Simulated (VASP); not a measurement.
# Rb (C2/m) in VASP: single point with PBE

Aim: the single point of Rb with PBE.

Program: VASP 6.6.1. These are calculated values, not measurements. Logs are shortened: lines on timing, memory, paths and dates and some standing lists are left out, and cuts for length are marked.

## 1. The cell of the first run

It takes space group C2/m (No. 12, monoclinic). The conventional cell has a = 8.661 Å, b = 5.242 Å, c = 8.462 Å, α = 90.00°, β = 106.58°, γ = 90.00°.

## 2. Single point, PBE

Contents of INCAR:

```
PREC = Accurate
ENCUT = 520
EDIFF = 1E-6
ISMEAR = 0
SIGMA = 0.1
LREAL = False
LASPH = True
NELM = 60
ALGO = Fast
ISIF = 2
LWAVE = False
LCHARG = False
GGA = PE
NBANDS = 16
```

Contents of KPOINTS:

```
regular mesh
0
Gamma
  4 4 4
```

Contents of POSCAR:

```
Rb
1.0
    4.3248532896     -2.6211640418      0.2250756578
    4.3248532896      2.6211640418      0.2250756578
   -2.8335044052      0.0000000000      7.9733553736
Rb
2
Direct
    0.2509270799      0.2509270799      0.2528993015
    0.7490729201      0.7490729201      0.7471006985
```

Potentials or basis: VASP PAW PBE potentials, release 64 (Rb_sv).

The run is started by

```sh
$ cat potpaw_PBE.64/Rb_sv/POTCAR > POTCAR
$ mpirun -np 1 vasp_std > vasp.out
```

OUTCAR:

```text
PREC = Accurate
   ENCUT = 520
   EDIFF = 1E-6
   ISMEAR = 0
   LREAL = False
   LASPH = True
   NELM = 60
   ISIF = 2
   GGA = PE

 ion  position               nearest neighbor table
   1  0.251  0.251  0.253-   2 4.94   2 4.94   2 5.01   2 5.01   2 5.08   2 5.16
   2  0.749  0.749  0.747-   1 4.94   1 4.94   1 5.01   1 5.01   1 5.08   1 5.16

  LATTYP: Found a base centered monoclinic cell.
 ALAT       =     8.6614121316
 B/A-ratio  =     0.6052509688
 C/A-ratio  =     0.9769612526
 COS(beta)  =    -0.2854316054

  Lattice vectors:

 A1 = (   4.3248532896,  -2.6211640418,   0.2250756578)
 A2 = (   4.3248532896,   2.6211640418,   0.2250756578)
 A3 = (  -2.8335044052,   0.0000000000,   7.9733553736)

Analysis of symmetry for initial positions (statically):
=====================================================================
 Subroutine PRICEL returns:
 Original cell was already a primitive cell.

 Routine SETGRP: Setting up the symmetry group for a
 base centered monoclinic supercell.

 Subroutine GETGRP returns: Found  4 space group operations
 (whereof  4 operations were pure point group operations)
 out of a pool of  4 trial point group operations.

The static configuration has the point symmetry C_2h.

Analysis of symmetry for dynamics (positions and initial velocities):
=====================================================================
 Subroutine PRICEL returns:
 Original cell was already a primitive cell.

 Routine SETGRP: Setting up the symmetry group for a
 base centered monoclinic supercell.

 Subroutine GETGRP returns: Found  4 space group operations
 (whereof  4 operations were pure point group operations)
 out of a pool of  4 trial point group operations.

The dynamic configuration has the point symmetry C_2h.

 Subroutine INISYM returns: Found  4 space group operations
 (whereof  4 operations are pure point group operations),
 and found     1 'primitive' translations

----------------------------------------------------------------------------------------

                                     Primitive cell

  volume of cell :     184.1176

  direct lattice vectors                    reciprocal lattice vectors
     4.324853290 -2.621164042  0.225075658     0.113511532 -0.190754944  0.040338780
[... 81 lines left out ...]
   LSORBIT =      F    spin-orbit coupling
   LASPH  =      T    aspherical Exc in radial PAW
   ENCUT  =  520.0 eV  38.22 Ry    6.18 a.u.   9.41  9.41 15.73*2*pi/ulx,y,z
   NELM   =     60;   NELMIN=  2; NELMDL= -5     # of ELM steps
   EDIFF  = 0.1E-05   stopping-criterion for ELM
   LREAL  =      F    real-space projection
   EDIFFG = 0.1E-04   stopping-criterion for IOM
   NSW    =      0    number of steps for IOM
   IBRION =     -1    ionic relax: 0-MD 1-quasi-New 2-CG
   NFREE  =      0    steps in history (QN), initial steepest desc. (CG)
   ISIF   =      2    stress and relaxation
   ISYM   =      2    0-nonsym 1-usesym 2-fastsym
   POTIM  = 0.5000    time-step for ionic-motion
   TEBEG  =    0.0;   TEEND  =   0.0 temperature during run
   PSTRESS=    0.0 pullay stress
   NELECT =      18.0000    total number of electrons
   NUPDOWN=      -1.0000    fix difference up-down
   EMIN   =  10.00;   EMAX   =-10.00  energy-range for DOS
   EFERMI =   0.00;   METHOD = LEGACY
   ISMEAR =     0;   SIGMA  =   0.10  broadening in eV -4-tet -1-fermi 0-gaus
   EFERMI_NEDOS =   21; number of points for ismear=-14 and -15
   IALGO  =     68    algorithm
   IMIX   =      4    mixing-type and parameters
     AMIX     =   0.40;   BMIX     =  1.00
     AMIX_MAG =   1.60;   BMIX_MAG =  1.00
  volume/ion in A,a.u.               =      92.06       621.24
  Fermi-wavevector in a.u.,A,eV,Ry     =   0.754166  1.425168  7.738546  0.568767
  Thomas-Fermi vector in A             =   1.851772
   LORBIT       =      0    0 simple, 1 ext, 2 COOP (PROOUT), +10 PAW based schemes
   GGA     = PE    functional components
   LHFCALC =     F    Hartree Fock is set to
   AEXX    =    0.0000 exact exchange contribution
   IVDW    =     0    specifies the selected vdW correction
   LEPSILON=     F    determine dielectric tensor
   LRPA    =     F    only Hartree local field effects (RPA)
 non-spin polarized calculation
 RMM-DIIS sequential band-by-band and
 Gauss-broadening in eV      SIGMA  =   0.10
  energy-cutoff  :      520.00
  volume of cell :      184.12
 maximum number of plane-waves:      4975
 NGX is ok and might be reduce to    40
   NGX = 19   NGY = 19   NGZ = 31

 number of electron      18.0000000 magnetization

 Free energy of the ion-electron system (eV)
  ---------------------------------------------------
  ext. energy  EPLUGINS =         0.00000000
  ---------------------------------------------------
  free energy    TOTEN  =        -1.84281943 eV

  energy without entropy =       -1.83303624  energy(sigma->0) =       -1.83792783

 E-fermi :   0.0376     XC(G=0):  -5.4376

 val. band max:       -0.1145834926   @ k =   0.5000   0.2500   0.5000
 cond. band min:       0.0607203075   @ k =   0.5000  -0.0000   0.2500
 fundamental gap:      0.1753038001
 Fermi energy:         0.0375952800

 k-point     1 :       0.0000    0.0000    0.0000
  band No.  band energies     occupation
      1     -28.9176      2.00000
      2     -28.9134      2.00000
      3     -13.0579      2.00000
      4     -12.9828      2.00000
      5     -12.9724      2.00000
      6     -12.9634      2.00000
[... 433 lines left out ...]
      3     -13.0357      2.00000
      4     -13.0344      2.00000
      5     -13.0009      2.00000
      6     -12.9981      2.00000
[... 8 lines left out ...]
     15       3.4840      0.00000
     16       3.5209      0.00000

------------------------ aborting loop because EDIFF is reached ----------------------------------------

  FORCE on cell =-STRESS in cart. coord.  units (eV):
  Direction    XX          YY          ZZ          XY          YZ          ZX
  --------------------------------------------------------------------------------------
  -------------------------------------------------------------------------------------
  Total        0.0427415     -0.0012388     -0.0286033      0.0000000      0.0000000     -0.0814234
  in kB        0.3719335     -0.0107801     -0.2489036      0.0000000      0.0000000     -0.7085399
  external PRESSURE =       0.0374166 kB  Pullay stress =       0.0000000 kB

 VOLUME and BASIS-vectors are now :
 -----------------------------------------------------------------------------
  energy-cutoff  :      520.00
  volume of cell :      184.12
      direct lattice vectors                 reciprocal lattice vectors
     4.324853290 -2.621164042  0.225075658     0.113511532 -0.190754944  0.040338780
     4.324853290  2.621164042  0.225075658     0.113511532  0.190754944  0.040338780
    -2.833504405  0.000000000  7.973355374    -0.006408515  0.000000000  0.123140309

 POSITION                                       TOTAL-FORCE (eV/Angst)
 -----------------------------------------------------------------------------------
      1.45385      0.00000      2.12941         0.001102      0.000000     -0.017452
      4.36235      0.00000      6.29410        -0.001102      0.000000      0.017452
 -----------------------------------------------------------------------------------
    total drift:                                0.000000     -0.000000     -0.000000

  FREE ENERGIE OF THE ION-ELECTRON SYSTEM (eV)
  ---------------------------------------------------
  free  energy   TOTEN  =        -1.8428194267 eV

  energy  without entropy=       -1.8330362371  energy(sigma->0) =       -1.83792783
```

stdout:

```text
POSCAR found type information on POSCAR Rb
 POSCAR found :  1 types and       2 ions
 scaLAPACK will be used
 LDA part: xc-table for (Slater+PW92), standard interpolation
 POSCAR, INCAR and KPOINTS ok, starting setup
 FFT: planning ... GRIDC
 FFT: planning ... GRID_SOFT
 FFT: planning ... GRID
 WAVECAR not read
 entering main loop
```

It took 45 s on 1 thread of Intel Xeon Platinum 8488C (Sapphire Rapids), shared host; peak memory 0.31 GiB.

Results:

```
Free energy            : -1.8428 eV
Pressure               : 0.0 GPa
Largest force          : 0.017 eV/Å
Band gap on the k mesh : zero (band 9 reaches 0.31 eV, above the bottom of band 10 at -1.26 eV)
```

Forces on the atoms (eV/Å):
```
Rb   0.001  0.000 -0.017
Rb  -0.001  0.000  0.017
```

Stress tensor (GPa, compression positive):
```
 0.04  0.00 -0.07
 0.00  0.00  0.00
-0.07  0.00 -0.02
```
